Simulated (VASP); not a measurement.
# HfC (rocksalt type) (Fm-3m) in VASP: further runs

The runs below take HfC (rocksalt type) through relaxation of cell and atoms, with PBE.

Program: VASP 6.6.1. These are calculated values, not measurements. Logs are shortened: lines on timing, memory, paths and dates and some standing lists are left out, and cuts for length are marked.

**1. The cell of the first run**

It takes space group Fm-3m (No. 225, cubic). Conventional cell: a = 4.538 Å, b = 4.538 Å, c = 4.538 Å, α = 90.00°, β = 90.00°, γ = 90.00°. Hf (site symmetry m-3m) has 6 C at 2.27 Å within 3.0 Å. C (site symmetry m-3m) has 6 Hf at 2.27 Å within 3.0 Å.

**2. Relaxation of cell and atoms, PBE, target pressure 20 GPa, at which the enthalpy is minimised**

The input, INCAR:

```
  PREC = Accurate
  ENCUT = 600
  EDIFF = 1E-7
  ISMEAR = -1
  SIGMA = 0.05
  LREAL = False
  LASPH = True
  NELM = 80
  ALGO = Normal
  ISIF = 3
  LWAVE = False
  LCHARG = False
  GGA = PE
  IBRION = 2
  NSW = 32
  EDIFFG = -0.005
  PSTRESS = 200.0
```

The input, KPOINTS:

```
regular mesh
0
Gamma
  16 16 16
```

The input, POSCAR:

```
HfC
1.0
    0.0000000000      2.2690556800      2.2690556800
    2.2690556800      0.0000000000      2.2690556800
    2.2690556800      2.2690556800      0.0000000000
Hf C
1 1
Direct
    0.0000000000      0.0000000000      0.0000000000
    0.5000000000      0.5000000000      0.5000000000
```

Potentials or basis: VASP PAW PBE potentials, release 64 (Hf_pv, C).

Launch:

```sh
$ cat potpaw_PBE.64/Hf_pv/POTCAR potpaw_PBE.64/C/POTCAR > POTCAR
$ mpirun -np 1 vasp_std > vasp.out
```

OUTCAR:

```text
PREC = Accurate
   ENCUT = 600
   EDIFF = 1E-7
   ISMEAR = -1
   LREAL = False
   LASPH = True
   NELM = 80
   ISIF = 3
   GGA = PE
   IBRION = 2
   NSW = 32
   EDIFFG = -0.005
   PSTRESS = 200.0

 ion  position               nearest neighbor table
   1  0.000  0.000  0.000-   2 2.27   2 2.27   2 2.27   2 2.27   2 2.27   2 2.27
   2  0.500  0.500  0.500-   1 2.27   1 2.27   1 2.27   1 2.27   1 2.27   1 2.27

  LATTYP: Found a face centered cubic cell.
 ALAT       =     4.5381113600

  Lattice vectors:

 A1 = (   0.0000000000,   2.2690556800,   2.2690556800)
 A2 = (   2.2690556800,   0.0000000000,   2.2690556800)
 A3 = (   2.2690556800,   2.2690556800,   0.0000000000)

Analysis of symmetry for initial positions (statically):
=====================================================================
 Subroutine PRICEL returns:
 Original cell was already a primitive cell.

 Routine SETGRP: Setting up the symmetry group for a
 face centered cubic supercell.

 Subroutine GETGRP returns: Found 48 space group operations
 (whereof 48 operations were pure point group operations)
 out of a pool of 48 trial point group operations.

The static configuration has the point symmetry O_h .

Analysis of symmetry for dynamics (positions and initial velocities):
=====================================================================
 Subroutine PRICEL returns:
 Original cell was already a primitive cell.

 Routine SETGRP: Setting up the symmetry group for a
 face centered cubic supercell.

 Subroutine GETGRP returns: Found 48 space group operations
 (whereof 48 operations were pure point group operations)
 out of a pool of 48 trial point group operations.

The dynamic configuration has the point symmetry O_h .

 Subroutine INISYM returns: Found 48 space group operations
 (whereof 48 operations are pure point group operations),
 and found     1 'primitive' translations

----------------------------------------------------------------------------------------

                                     Primitive cell

  volume of cell :      23.3650

  direct lattice vectors                    reciprocal lattice vectors
     0.000000000  2.269055680  2.269055680    -0.220355985  0.220355985  0.220355985
     2.269055680  0.000000000  2.269055680     0.220355985 -0.220355985  0.220355985
     2.269055680  2.269055680  0.000000000     0.220355985  0.220355985 -0.220355985

  length of vectors
     3.208929316  3.208929316  3.208929316     0.381667762  0.381667762  0.381667762

  position of ions in fractional coordinates (direct lattice)
     0.000000000  0.000000000  0.000000000
     0.500000000  0.500000000  0.500000000

  ion indices of the primitive-cell ions
   primitive index   ion index
                 1           1
                 2           2

----------------------------------------------------------------------------------------

 KPOINTS: regular mesh

Automatic generation of k-mesh.
 Grid dimensions read from file:
 generate k-points for:   16   16   16

 Generating k-lattice:

  Cartesian coordinates                     Fractional coordinates (reciprocal lattice)
    -0.013772249  0.013772249  0.013772249     0.062500000  0.000000000  0.000000000
     0.013772249 -0.013772249  0.013772249     0.000000000  0.062500000  0.000000000
     0.013772249  0.013772249 -0.013772249     0.000000000  0.000000000  0.062500000

  Length of vectors
     0.023854235  0.023854235  0.023854235

  Shift w.r.t. Gamma in fractional coordinates (k-lattice)
     0.000000000  0.000000000  0.000000000

 Subroutine IBZKPT returns following result:
 ===========================================

 Found    145 irreducible k-points:

 Following reciprocal coordinates:
            Coordinates               Weight
  0.000000  0.000000  0.000000      1.000000
  0.062500  0.000000  0.000000      8.000000
  0.125000  0.000000  0.000000      8.000000
  0.187500  0.000000  0.000000      8.000000
  0.250000  0.000000  0.000000      8.000000
  0.312500  0.000000  0.000000      8.000000
[... 16 lines left out ...]
 -0.125000  0.062500  0.000000     24.000000
 -0.062500  0.062500  0.000000     12.000000
 [... further k-points ...]
   k-points           NKPTS =    145   k-points in BZ     NKDIM =    145   number of bands    NBANDS=     11
   number of dos      NEDOS =    301   number of ions     NIONS =      2
   total plane-waves  NPLWV =  21952
   dimension x,y,z NGX =    28 NGY =   28 NGZ =   28
   dimension x,y,z NGXF=    56 NGYF=   56 NGZF=   56
   ions per type =               1   1
   NGX,Y,Z   is equivalent  to a cutoff of  14.51, 14.51, 14.51 a.u.
   NGXF,Y,Z  is equivalent  to a cutoff of  29.01, 29.01, 29.01 a.u.
 SYSTEM =  unknown system
   PREC   = accura    normal or accurate (medium, high low for compatibility)
   ISTART =      0    job   : 0-new  1-cont  2-samecut
   ICHARG =      2    charge: 1-file 2-atom 10-const
   ISPIN  =      1    spin polarized calculation?
   LNONCOLLINEAR =      F non collinear calculations
   LSORBIT =      F    spin-orbit coupling
   LASPH  =      T    aspherical Exc in radial PAW
   ENCUT  =  600.0 eV  44.10 Ry    6.64 a.u.   6.41  6.41  6.41*2*pi/ulx,y,z
   NELM   =     80;   NELMIN=  2; NELMDL= -5     # of ELM steps
   EDIFF  = 0.1E-06   stopping-criterion for ELM
   LREAL  =      F    real-space projection
   EDIFFG = -.5E-02   stopping-criterion for IOM
   NSW    =     32    number of steps for IOM
   IBRION =      2    ionic relax: 0-MD 1-quasi-New 2-CG
   NFREE  =      1    steps in history (QN), initial steepest desc. (CG)
   ISIF   =      3    stress and relaxation
   ISYM   =      2    0-nonsym 1-usesym 2-fastsym
   POTIM  = 0.5000    time-step for ionic-motion
   TEBEG  =    0.0;   TEEND  =   0.0 temperature during run
   PSTRESS=  200.0 pullay stress
   NELECT =      14.0000    total number of electrons
   NUPDOWN=      -1.0000    fix difference up-down
   EMIN   =  10.00;   EMAX   =-10.00  energy-range for DOS
   EFERMI =   0.00;   METHOD = LEGACY
   ISMEAR =    -1;   SIGMA  =   0.05  broadening in eV -4-tet -1-fermi 0-gaus
   EFERMI_NEDOS =   21; number of points for ismear=-14 and -15
   IALGO  =     38    algorithm
   IMIX   =      4    mixing-type and parameters
     AMIX     =   0.40;   BMIX     =  1.00
     AMIX_MAG =   1.60;   BMIX_MAG =  1.00
  volume/ion in A,a.u.               =      11.68        78.84
  Fermi-wavevector in a.u.,A,eV,Ry     =   1.380159  2.608122 25.916895  1.904838
  Thomas-Fermi vector in A             =   2.505062
   LORBIT       =      0    0 simple, 1 ext, 2 COOP (PROOUT), +10 PAW based schemes
   GGA     = PE    functional components
   LHFCALC =     F    Hartree Fock is set to
   AEXX    =    0.0000 exact exchange contribution
   IVDW    =     0    specifies the selected vdW correction
   LEPSILON=     F    determine dielectric tensor
   LRPA    =     F    only Hartree local field effects (RPA)
 conjugate gradient relaxation of ions
 non-spin polarized calculation
  energy-cutoff  :      600.00
  volume of cell :       23.36
 maximum number of plane-waves:       799
 NGX is ok and might be reduce to    28
   NGX = 13   NGY = 13   NGZ = 13

--------------------------------------- Ionic step        1  -------------------------------------------

 number of electron      14.0000000 magnetization

 Free energy of the ion-electron system (eV)
  ---------------------------------------------------
  ext. energy  EPLUGINS =         0.00000000
  ---------------------------------------------------
  free energy    TOTEN  =       -20.94732393 eV

  energy without entropy =      -20.94430825  energy(sigma->0) =      -20.94581609

------------------------ aborting loop because EDIFF is reached ----------------------------------------

  FORCE on cell =-STRESS in cart. coord.  units (eV):
  Direction    XX          YY          ZZ          XY          YZ          ZX
  --------------------------------------------------------------------------------------
  -------------------------------------------------------------------------------------
  Total        2.8568612      2.8568612      2.8568612      0.0000000      0.0000000     -0.0000000
  in kB      195.8999229    195.8999229    195.8999229      0.0000000      0.0000000     -0.0000000
  external PRESSURE =      -4.1000771 kB  Pullay stress =     200.0000000 kB
[... 61 lines left out ...]
  enthalpy is  TOTEN    =       -18.0305035703 eV   P V=        2.9040520464

--------------------------------------- Ionic step        3  -------------------------------------------

 number of electron      14.0000000 magnetization

 Free energy of the ion-electron system (eV)
  ---------------------------------------------------
  ext. energy  EPLUGINS =         0.00000000
  ---------------------------------------------------
  free energy    TOTEN  =       -20.94344811 eV

  energy without entropy =      -20.94043547  energy(sigma->0) =      -20.94194179

 E-fermi :   6.5173     XC(G=0): -12.6575

 val. band max:        6.5045777071   @ k =   0.1250   0.0625   0.0000
 cond. band min:       6.5222350834   @ k =   0.3125   0.2500   0.0000
 fundamental gap:      0.0176573763
 Fermi energy:         6.5173304430

 k-point     1 :       0.0000    0.0000    0.0000
  band No.  band energies     occupation
      1     -22.6670      2.00000
      2     -22.6670      2.00000
      3     -22.6670      2.00000
      4      -6.1469      2.00000
      5       7.5787      0.00000
      6       7.5787      0.00000
      7       7.5787      0.00000
      8       7.9482      0.00000
      9       7.9482      0.00000
     10       7.9482      0.00000
     11      10.1644      0.00000
[... 309 lines left out ...]
 k-point    24 :      -0.0625    0.0625    0.0000
  band No.  band energies     occupation
      1     -22.7552      2.00000
      2     -22.6907      2.00000
      3     -22.6691      2.00000
      4      -5.8552      2.00000
      5       6.1167      1.99934
      6       6.4054      1.80745
      7       6.5302      0.87206
      8       8.1231      0.00000
      9       8.8298      0.00000
     10       8.8501      0.00000
     11      10.8214      0.00000

 [... further k-points ...]
[... 5 lines left out ...]
  --------------------------------------------------------------------------------------
  -------------------------------------------------------------------------------------
  Total        2.9142628      2.9142628      2.9142628      0.0000000      0.0000000     -0.0000000
  in kB      200.1047789    200.1047789    200.1047789      0.0000000      0.0000000     -0.0000000
  external PRESSURE =       0.1047789 kB  Pullay stress =     200.0000000 kB
[... 17 lines left out ...]
  FREE ENERGIE OF THE ION-ELECTRON SYSTEM (eV)
  ---------------------------------------------------
  free  energy   TOTEN  =       -20.9434481108 eV

  energy  without entropy=      -20.9404354727  energy(sigma->0) =      -20.94194179

  enthalpy is  TOTEN    =       -18.0307112541 eV   P V=        2.9127368568

 reached required accuracy - stopping structural energy minimisation
```

Run time: 94 s. Hardware: 1 thread of Intel Xeon Platinum 8259CL at 2.50GHz (Skylake/Cascade Lake), shared host; peak memory 0.2 GiB.

Results:

| Item | Value |
| --- | --- |
| Free energy | -20.9434 eV |
| Relaxed volume | 11.67 Å³/atom |
| Relaxed cell | a = 3.207 Å, b = 3.207 Å, c = 3.207 Å, α = 60.00°, β = 60.00°, γ = 60.00° |
| Space group after relaxing (to 0.05 Å) | Fm-3m (No. 225) |
| Energy change on relaxing (the enthalpy is what falls) | +1.9 meV/atom |
| Ionic steps | 3 |
| Pressure after relaxing | 20.0 GPa |
| Band gap on the k mesh | zero (band 7 reaches 7.58 eV, above the bottom of band 8 at 6.11 eV) |

The path:
```
step  energy change (eV)  largest force (eV/Å)  pressure (GPa)  volume (Å³)
   1              0.0000                0.0000           19.59        23.36
   2              0.0128                0.0000           20.97        23.26
   3              0.0039                0.0000           20.01        23.33
```

Final structure:
```
Hf C
1.0
     0.00000    2.26804    2.26804
     2.26804    0.00000    2.26804
     2.26804    2.26804    0.00000
Hf C
1 1
Direct
  0.00000 0.00000 0.00000
  0.50000 0.50000 0.50000
```

Caveat: the cell is relaxed towards a set pressure, so the enthalpy falls and the energy may rise; spin-orbit coupling is left out, which moves the levels of the heavy elements.

**3. Relaxation of cell and atoms, PBE, target pressure 20 GPa, at which the enthalpy is minimised**

The input, INCAR:

```
PREC = Accurate
ENCUT = 600
EDIFF = 1E-6
ISMEAR = -1
SIGMA = 0.05
LREAL = F
LASPH = T
NELM = 60
ALGO = Normal
ISIF = 3
LWAVE = F
LCHARG = F
GGA = PE
IBRION = 2
NSW = 60
EDIFFG = -0.005
PSTRESS = 200.0
```

The input, KPOINTS:

```
Automatic mesh
0
Gamma
  16 16 16
```

The input, POSCAR:

```
HfC
1.0
    0.0000000000      2.2700359078      2.2700359078
    2.2700359078      0.0000000000      2.2700359078
    2.2700359078      2.2700359078      0.0000000000
Hf C
1 1
Direct
    0.0000000000      0.0000000000      0.0000000000
    0.5000000000      0.5000000000      0.5000000000
```

Potentials or basis: VASP PAW PBE potentials, release 64 (Hf_pv, C).

Launch:

```sh
$ cat potpaw_PBE.64/Hf_pv/POTCAR potpaw_PBE.64/C/POTCAR > POTCAR
$ mpirun -np 1 vasp_std > vasp.out
```

Wall time 92 s (1 thread of Intel Xeon Platinum 8259CL at 2.50GHz (Skylake/Cascade Lake), shared host); peak memory 0.2 GiB.

The run converged. Its results:

- Free energy: -20.9435 eV
- Relaxed volume: 11.67 Å³/atom
- Relaxed cell: a = 3.207 Å, b = 3.207 Å, c = 3.207 Å, α = 60.00°, β = 60.00°, γ = 60.00°
- Space group after relaxing (to 0.05 Å): Fm-3m (No. 225)
- Energy change on relaxing (the enthalpy is what falls): +3.8 meV/atom
- Ionic steps: 3
- Pressure after relaxing: 20.0 GPa
- Band gap on the k mesh: zero (band 7 reaches 7.58 eV, above the bottom of band 8 at 6.11 eV)

Step by step:
| step | energy change (eV) | largest force (eV/Å) | pressure (GPa) | volume (Å³) |
| --- | --- | --- | --- | --- |
| 1 | 0.0000 | 0.0000 | 19.18 | 23.40 |
| 2 | 0.0258 | 0.0000 | 21.95 | 23.19 |
| 3 | 0.0075 | 0.0000 | 20.01 | 23.33 |

Final structure:
```yaml
crystal:
  lattice:
    - [0.00000, 2.26804, 2.26804]
    - [2.26804, 0.00000, 2.26804]
    - [2.26804, 2.26804, 0.00000]
  atoms:
    - { symbol: Hf, position: [0.00000, 0.00000, 0.00000] }
    - { symbol: C, position: [0.50000, 0.50000, 0.50000] }
```

Levels at points of the mesh, in eV from the Fermi level:
| k point | band 3 | band 4 | band 5 | band 6 | band 7 | band 8 | band 9 | band 10 | band 11 |
| --- | --- | --- | --- | --- | --- | --- | --- | --- | --- |
| (0.00, 0.00, 0.00) | -29.18 | -12.66 | 1.06 | 1.06 | 1.06 | 1.43 | 1.43 | 1.43 | 3.65 |
| (0.50, 0.00, 0.00) | -29.27 | -8.46 | -6.46 | -3.23 | -3.23 | 5.78 | 5.78 | 6.29 | 6.95 |
| (0.50, 0.50, 0.00) | -29.49 | -10.74 | -2.47 | -2.02 | 0.01 | 0.01 | 5.78 | 7.38 | 7.38 |

Caveat: the cell is relaxed towards a set pressure, so the enthalpy falls and the energy may rise; spin-orbit coupling is left out, which moves the levels of the heavy elements.
